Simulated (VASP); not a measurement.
# Mg15ZnO16 (a cell with a defect) in VASP: relaxation of the atoms with PBE

Aim: the relaxation of the atoms of Mg15ZnO16 (a cell with a defect) with PBE.

Program: VASP 6.6.1. These are calculated values, not measurements. Logs are shortened: lines on timing, memory, paths and dates and some standing lists are left out, and cuts for length are marked.

## 1. The cell of the first run

The cell holds a defect, 32 atoms: a = 7.367 Å, b = 7.367 Å, c = 7.367 Å, α = 109.47°, β = 109.47°, γ = 109.47°.

## 2. Relaxation of the atoms, PBE

INCAR

```
ALGO = Normal ; EDIFF = 1E-6
EDIFFG = -0.03 ; ENCUT = 520
GGA = PE ; IBRION = 2
ISIF = 2 ; ISMEAR = 0
LASPH = True ; LCHARG = False
LREAL = Auto ; LUSENCCL = False
LWAVE = False ; NELM = 80
NSW = 60 ; PREC = Accurate
SIGMA = 0.02
```

KPOINTS

```
Automatic mesh
0
Gamma
  2 2 2
  0.5 0.5 0.5
```

POSCAR

```
Mg15ZnO16
1.0
    4.2535896649     -4.2535896649      4.2535896649
   -4.2535896649      4.2535896649      4.2535896649
   -4.2535896649     -4.2535896649     -4.2535896649
Zn Mg O
1 15 16
Direct
    0.2500000000      0.7500000000      0.0000000000
    0.5000000000      0.7500000000      0.7500000000
    0.7500000000      0.7500000000      0.5000000000
    0.0000000000      0.0000000000      1.0000000000
    0.2500000000      0.0000000000      0.7500000000
    0.0000000000      0.7500000000      0.2500000000
    0.7500000000      0.2500000000      0.0000000000
    0.5000000000      0.0000000000      0.5000000000
    0.7500000000      0.0000000000      0.2500000000
    0.0000000000      0.2500000000      0.7500000000
    0.5000000000      0.5000000000      0.0000000000
    0.2500000000      0.2500000000      0.5000000000
    0.7500000000      0.5000000000      0.7500000000
    0.5000000000      0.2500000000      0.2500000000
    0.0000000000      0.5000000000      0.5000000000
    0.2500000000      0.5000000000      0.2500000000
    0.2500000000      0.0000000000      0.2500000000
    0.5000000000      0.0000000000      0.0000000000
    0.7500000000      0.0000000000      0.7500000000
    0.0000000000      0.2500000000      0.2500000000
    0.2500000000      0.2500000000      0.0000000000
    0.0000000000      0.0000000000      0.5000000000
    0.7500000000      0.5000000000      0.2500000000
    0.5000000000      0.2500000000      0.7500000000
    0.7500000000      0.2500000000      0.5000000000
    0.0000000000      0.5000000000      0.0000000000
    0.5000000000      0.7500000000      0.2500000000
    0.2500000000      0.5000000000      0.7500000000
    0.7500000000      0.7500000000      0.0000000000
    0.5000000000      0.5000000000      0.5000000000
    0.0000000000      0.7500000000      0.7500000000
    0.2500000000      0.7500000000      0.5000000000
```

Potentials or basis: VASP PAW PBE potentials, release 64 (Zn, Mg, O).

On the command line:

```
> cat potpaw_PBE.64/Zn/POTCAR potpaw_PBE.64/Mg/POTCAR potpaw_PBE.64/O/POTCAR > POTCAR
> mpirun -np 1 vasp_std > vasp.out
```

OUTCAR:

```text
EDIFF = 1E-6
   EDIFFG = -0.03
   ENCUT = 520
   GGA = PE
   IBRION = 2
   ISIF = 2
   ISMEAR = 0
   LASPH = True
   LREAL = Auto
   NELM = 80
   NSW = 60
   PREC = Accurate

 ion  position               nearest neighbor table
   1  0.250  0.750  0.000-  17 2.13  18 2.13  26 2.13  27 2.13  28 2.13  31 2.13  11 3.01  14 3.01
                            16 3.01   2 3.01   4 3.01   5 3.01   6 3.01   8 3.01   9 3.01  15 3.01
   2  0.500  0.750  0.750-  18 2.13  19 2.13  28 2.13  29 2.13  30 2.13  32 2.13   9 3.01  11 3.01
                            13 3.01   1 3.01   3 3.01   4 3.01   5 3.01   7 3.01   8 3.01  16 3.01
   3  0.750  0.750  0.500-  19 2.13  22 2.13  23 2.13  27 2.13  30 2.13  31 2.13  10 3.01  13 3.01
                            15 3.01   2 3.01   4 3.01   5 3.01   6 3.01   8 3.01   9 3.01  11 3.01
   4  0.000  0.000  0.000-  17 2.13  19 2.13  20 2.13  21 2.13  29 2.13  31 2.13  12 3.01  14 3.01
                            16 3.01   1 3.01   5 3.01   6 3.01   7 3.01   9 3.01  10 3.01   3 3.01
   5  0.250  0.000  0.750-  18 2.13  21 2.13  22 2.13  24 2.13  31 2.13  32 2.13  11 3.01  12 3.01
                            14 3.01   1 3.01   2 3.01   4 3.01   7 3.01   8 3.01  10 3.01   6 3.01
   6  0.000  0.750  0.250-  17 2.13  22 2.13  23 2.13  26 2.13  29 2.13  32 2.13  12 3.01  15 3.01
                            16 3.01   1 3.01   3 3.01   4 3.01   5 3.01   8 3.01   9 3.01  13 3.01
   7  0.750  0.250  0.000-  18 2.13  19 2.13  20 2.13  23 2.13  24 2.13  26 2.13  14 3.01  15 3.01
                            16 3.01   4 3.01   6 3.01   9 3.01  10 3.01  11 3.01  13 3.01   8 3.01
   8  0.500  0.000  0.500-  17 2.13  19 2.13  24 2.13  25 2.13  27 2.13  32 2.13  12 3.01  13 3.01
                            14 3.01   2 3.01   3 3.01   5 3.01   7 3.01   9 3.01  10 3.01   1 3.01
   9  0.750  0.000  0.250-  18 2.13  20 2.13  22 2.13  25 2.13  27 2.13  29 2.13  12 3.01  14 3.01
[... 17 lines left out ...]
  19  0.750  0.000  0.750-   2 2.13   3 2.13   4 2.13   7 2.13   8 2.13  10 2.13
  20  0.000  0.250  0.250-   4 2.13   7 2.13   9 2.13  12 2.13  15 2.13  16 2.13
  21  0.250  0.250  0.000-   4 2.13   5 2.13  10 2.13  11 2.13  14 2.13  16 2.13
  22  0.000  0.000  0.500-   3 2.13   5 2.13   6 2.13   9 2.13  10 2.13  12 2.13
[... 8 lines left out ...]
  31  0.000  0.750  0.750-   1 2.13   3 2.13   4 2.13   5 2.13  13 2.13  15 2.13
  32  0.250  0.750  0.500-   2 2.13   5 2.13   6 2.13   8 2.13  15 2.13  16 2.13

  LATTYP: Found a body centered cubic cell.
 ALAT       =     8.5071793298

  Lattice vectors:

 A1 = (   4.2535896649,  -4.2535896649,   4.2535896649)
 A2 = (  -4.2535896649,   4.2535896649,   4.2535896649)
 A3 = (  -4.2535896649,  -4.2535896649,  -4.2535896649)

Analysis of symmetry for initial positions (statically):
=====================================================================
 Subroutine PRICEL returns:
 Original cell was already a primitive cell.

 Routine SETGRP: Setting up the symmetry group for a
 body centered cubic supercell.

 Subroutine GETGRP returns: Found 48 space group operations
 (whereof  4 operations were pure point group operations)
 out of a pool of 48 trial point group operations.

The static configuration has the point symmetry C_2v.
 The point group associated with its full space group is O_h .

Analysis of symmetry for dynamics (positions and initial velocities):
=====================================================================
 Subroutine PRICEL returns:
 Original cell was already a primitive cell.

 Routine SETGRP: Setting up the symmetry group for a
 body centered cubic supercell.

 Subroutine GETGRP returns: Found 48 space group operations
 (whereof  4 operations were pure point group operations)
 out of a pool of 48 trial point group operations.

The dynamic configuration has the point symmetry C_2v.
 The point group associated with its full space group is O_h .

 Subroutine INISYM returns: Found 48 space group operations
 (whereof  4 operations are pure point group operations),
 and found     1 'primitive' translations

----------------------------------------------------------------------------------------

                                     Primitive cell

  volume of cell :     307.8412

  direct lattice vectors                    reciprocal lattice vectors
     4.253589665 -4.253589665  4.253589665     0.000000000 -0.117547775  0.117547775
    -4.253589665  4.253589665  4.253589665    -0.117547775  0.000000000  0.117547775
    -4.253589665 -4.253589665 -4.253589665    -0.117547775 -0.117547775  0.000000000

  length of vectors
     7.367433414  7.367433414  7.367433414     0.166237657  0.166237657  0.166237657

  position of ions in fractional coordinates (direct lattice)
     0.250000000  0.750000000  0.000000000
     0.500000000  0.750000000  0.750000000
     0.750000000  0.750000000  0.500000000
     0.000000000  0.000000000  0.000000000
     0.250000000  0.000000000  0.750000000
     0.000000000  0.750000000  0.250000000
[... 24 lines left out ...]
     0.000000000  0.750000000  0.750000000
     0.250000000  0.750000000  0.500000000

  ion indices of the primitive-cell ions
   primitive index   ion index
                 1           1
                 2           2
                 3           3
                 4           4
                 5           5
                 6           6
[... 24 lines left out ...]
                31          31
                32          32

----------------------------------------------------------------------------------------

 KPOINTS: Automatic mesh

Automatic generation of k-mesh.
 Grid dimensions read from file:
 generate k-points for:    2    2    2

 Generating k-lattice:

  Cartesian coordinates                     Fractional coordinates (reciprocal lattice)
     0.000000000 -0.058773887  0.058773887     0.500000000  0.000000000  0.000000000
    -0.058773887  0.000000000  0.058773887     0.000000000  0.500000000  0.000000000
    -0.058773887 -0.058773887  0.000000000     0.000000000  0.000000000  0.500000000

  Length of vectors
     0.083118829  0.083118829  0.083118829

  Shift w.r.t. Gamma in fractional coordinates (k-lattice)
     0.500000000  0.500000000  0.500000000

 Subroutine IBZKPT returns following result:
 ===========================================

 Found      2 irreducible k-points:

 Following reciprocal coordinates:
            Coordinates               Weight
  0.250000  0.250000  0.250000      2.000000
 -0.250000  0.250000  0.250000      6.000000
   k-points           NKPTS =      2   k-points in BZ     NKDIM =      2   number of bands    NBANDS=     86
   number of dos      NEDOS =    301   number of ions     NIONS =     32
   total plane-waves  NPLWV = 175616
   dimension x,y,z NGX =    56 NGY =   56 NGZ =   56
   dimension x,y,z NGXF=   112 NGYF=  112 NGZF=  112
   ions per type =               1  15  16
   NGX,Y,Z   is equivalent  to a cutoff of  12.64, 12.64, 12.64 a.u.
   NGXF,Y,Z  is equivalent  to a cutoff of  25.27, 25.27, 25.27 a.u.
 SYSTEM =  unknown system
   PREC   = accura    normal or accurate (medium, high low for compatibility)
   ISTART =      0    job   : 0-new  1-cont  2-samecut
   ICHARG =      2    charge: 1-file 2-atom 10-const
   ISPIN  =      1    spin polarized calculation?
   LNONCOLLINEAR =      F non collinear calculations
   LSORBIT =      F    spin-orbit coupling
   LASPH  =      T    aspherical Exc in radial PAW
   ENCUT  =  520.0 eV  38.22 Ry    6.18 a.u.  13.70 13.70 13.70*2*pi/ulx,y,z
   NELM   =     80;   NELMIN=  2; NELMDL= -5     # of ELM steps
   EDIFF  = 0.1E-05   stopping-criterion for ELM
   LREAL  =      T    real-space projection
   EDIFFG = -.3E-01   stopping-criterion for IOM
   NSW    =     60    number of steps for IOM
   IBRION =      2    ionic relax: 0-MD 1-quasi-New 2-CG
   NFREE  =      1    steps in history (QN), initial steepest desc. (CG)
   ISIF   =      2    stress and relaxation
   ISYM   =      2    0-nonsym 1-usesym 2-fastsym
   POTIM  = 0.5000    time-step for ionic-motion
   TEBEG  =    0.0;   TEEND  =   0.0 temperature during run
   PSTRESS=    0.0 pullay stress
   NELECT =     138.0000    total number of electrons
   NUPDOWN=      -1.0000    fix difference up-down
   EMIN   =  10.00;   EMAX   =-10.00  energy-range for DOS
   EFERMI =   0.00;   METHOD = LEGACY
   ISMEAR =     0;   SIGMA  =   0.02  broadening in eV -4-tet -1-fermi 0-gaus
   EFERMI_NEDOS =   21; number of points for ismear=-14 and -15
   IALGO  =     38    algorithm
   IMIX   =      4    mixing-type and parameters
     AMIX     =   0.40;   BMIX     =  1.00
     AMIX_MAG =   1.60;   BMIX_MAG =  1.00
  volume/ion in A,a.u.               =       9.62        64.92
  Fermi-wavevector in a.u.,A,eV,Ry     =   1.252927  2.367688 21.358764  1.569825
  Thomas-Fermi vector in A             =   2.386804
   LORBIT       =      0    0 simple, 1 ext, 2 COOP (PROOUT), +10 PAW based schemes
   GGA     = PE    functional components
   LHFCALC =     F    Hartree Fock is set to
   AEXX    =    0.0000 exact exchange contribution
   IVDW    =     0    specifies the selected vdW correction
   LEPSILON=     F    determine dielectric tensor
   LRPA    =     F    only Hartree local field effects (RPA)
 conjugate gradient relaxation of ions
 non-spin polarized calculation
 Gauss-broadening in eV      SIGMA  =   0.02
  energy-cutoff  :      520.00
  volume of cell :      307.84
 maximum number of plane-waves:      8280
 NGX is ok and might be reduce to    54
   NGX = 27   NGY = 27   NGZ = 27

--------------------------------------- Ionic step        1  -------------------------------------------

 number of electron     138.0000035 magnetization

 Free energy of the ion-electron system (eV)
  ---------------------------------------------------
  ext. energy  EPLUGINS =         0.00000000
  ---------------------------------------------------
  free energy    TOTEN  =      -187.31773324 eV

  energy without entropy =     -187.31773324  energy(sigma->0) =     -187.31773324

------------------------ aborting loop because EDIFF is reached ----------------------------------------

  FORCE on cell =-STRESS in cart. coord.  units (eV):
  Direction    XX          YY          ZZ          XY          YZ          ZX
  --------------------------------------------------------------------------------------
  -------------------------------------------------------------------------------------
  Total       -0.0836399     -0.0836399     -0.0836399      0.0000000     -0.0000000      0.0000000
  in kB       -0.4353084     -0.4353084     -0.4353084      0.0000000     -0.0000000      0.0000000
  external PRESSURE =      -0.4353084 kB  Pullay stress =       0.0000000 kB
[... 185 lines left out ...]
--------------------------------------- Ionic step        4  -------------------------------------------

 number of electron     138.0000008 magnetization

 Free energy of the ion-electron system (eV)
  ---------------------------------------------------
  ext. energy  EPLUGINS =         0.00000000
  ---------------------------------------------------
  free energy    TOTEN  =      -187.36127985 eV

  energy without entropy =     -187.36127985  energy(sigma->0) =     -187.36127985

 E-fermi :   3.1109     XC(G=0): -11.0315

 val. band max:        2.9533817182   @ k =   0.2500   0.2500   0.2500
 cond. band min:       8.2148641008   @ k =  -0.2500   0.2500   0.2500
 fundamental gap:      5.2614823826
 Fermi energy:         3.1109229590

 k-point     1 :       0.2500    0.2500    0.2500
  band No.  band energies     occupation
      1     -13.7543      2.00000
      2     -13.6761      2.00000
      3     -13.6761      2.00000
      4     -13.6761      2.00000
      5     -13.0286      2.00000
      6     -13.0286      2.00000
[... 73 lines left out ...]
     80      12.4543      0.00000
     81      12.4823      0.00000

 k-point     2 :      -0.2500    0.2500    0.2500
  band No.  band energies     occupation
      1     -14.0524      2.00000
      2     -13.4573      2.00000
      3     -13.3952      2.00000
      4     -13.3952      2.00000
      5     -13.3943      2.00000
      6     -13.1122      2.00000
[... 73 lines left out ...]
     80      12.6596      0.00000
     81      12.7393      0.00000
 [bands above 81 left out]

------------------------ aborting loop because EDIFF is reached ----------------------------------------

  FORCE on cell =-STRESS in cart. coord.  units (eV):
  Direction    XX          YY          ZZ          XY          YZ          ZX
  --------------------------------------------------------------------------------------
  -------------------------------------------------------------------------------------
  Total       -0.2273914     -0.2273914     -0.2273914      0.0000000     -0.0000000      0.0000000
  in kB       -1.1834716     -1.1834716     -1.1834716      0.0000000     -0.0000000      0.0000000
  external PRESSURE =      -1.1834716 kB  Pullay stress =       0.0000000 kB
[... 47 lines left out ...]
  FREE ENERGIE OF THE ION-ELECTRON SYSTEM (eV)
  ---------------------------------------------------
  free  energy   TOTEN  =      -187.3612798512 eV

  energy  without entropy=     -187.3612798512  energy(sigma->0) =     -187.36127985

 reached required accuracy - stopping structural energy minimisation
```

Wall time 2.4 min (1 × NVIDIA H100 80GB with 1 thread of AMD EPYC 7R13 (Zen 3), shared host); peak memory 1.4 GiB.

What came out:

- Free energy: -187.3613 eV
- Energy gained by relaxing: 1.4 meV/atom
- Ionic steps: 4
- Pressure after relaxing: -0.1 GPa
- Largest force after relaxing: 0.022 eV/Å
- Band gap on the k mesh: 5.26 eV

Forces in eV/Å, atoms in the order of the input:
```
Zn   0.000  0.000  0.000
Mg   0.016  0.000  0.016
Mg   0.000  0.000  0.000
Mg  -0.016  0.016  0.000
Mg   0.000  0.016  0.016
Mg  -0.016  0.000 -0.016
Mg   0.000  0.000  0.000
Mg  -0.016 -0.016  0.000
Mg   0.000 -0.016  0.016
Mg   0.016  0.000 -0.016
Mg   0.016 -0.016  0.000
Mg   0.000  0.000  0.000
Mg   0.000  0.016 -0.016
Mg  -0.016  0.000  0.016
Mg   0.016  0.016  0.000
Mg   0.000 -0.016 -0.016
O   -0.005  0.000  0.000
O    0.000  0.000  0.005
O    0.000  0.000  0.000
O    0.000  0.000  0.000
O    0.000  0.000  0.000
O    0.000  0.000  0.000
O    0.000  0.000  0.000
O    0.000  0.000  0.000
O    0.000  0.000  0.000
O    0.000  0.000 -0.005
O    0.000 -0.005  0.000
O    0.005  0.000  0.000
O    0.000  0.000  0.000
O    0.000  0.000  0.000
O    0.000  0.005  0.000
O    0.000  0.000  0.000
```

The path:
| step | energy change (eV) | largest force (eV/Å) | pressure (GPa) |
| --- | --- | --- | --- |
| 1 | 0.0000 | 0.5006 | -0.04 |
| 2 | -0.0408 | 0.0701 | -0.10 |
| 3 | -0.0409 | 0.0813 | -0.11 |
| 4 | -0.0435 | 0.0224 | -0.12 |

Final structure:
```xyz
32
Lattice="4.2536 -4.2536 4.2536 -4.2536 4.2536 4.2536 -4.2536 -4.2536 -4.2536" Properties=species:S:1:pos:R:3 pbc="T T T"
Zn   -6.3804   -2.1268    0.0000
Mg   -4.2543   -2.1268    2.1261
Mg   -2.1268   -2.1268    4.2536
Mg   -4.2529    4.2529    4.2536
Mg   -6.3804   -0.0007    2.1261
Mg   -4.2529    2.1268    2.1275
Mg   -2.1268   -6.3804    0.0000
Mg   -4.2529    0.0007    4.2536
Mg   -2.1268    0.0007    6.3797
Mg   -4.2543   -2.1268   -2.1261
Mg   -4.2543   -4.2529    0.0000
Mg   -2.1268   -2.1268    0.0000
Mg   -2.1268   -4.2543    2.1275
Mg    0.0007   -2.1268    2.1261
Mg   -4.2543   -0.0007    0.0000
Mg   -2.1268    0.0007    2.1275
O    -0.0286   -2.1268    0.0000
O    -2.1268   -6.3804   -2.0982
O    -4.2536   -2.1268    4.2536
O    -2.1268    0.0000    0.0000
O    -4.2536   -4.2536   -2.1268
O    -6.3804    2.1268    2.1268
O     0.0000   -2.1268    4.2536
O    -2.1268   -4.2536    0.0000
O     0.0000   -4.2536    2.1268
O    -2.1268   -6.3804    2.0982
O    -2.1268   -0.0286    4.2536
O    -4.2250   -2.1268    0.0000
O    -4.2536   -4.2536    2.1268
O    -2.1268   -2.1268    2.1268
O    -2.1268   -4.2250    4.2536
O    -4.2536    0.0000    2.1268
```
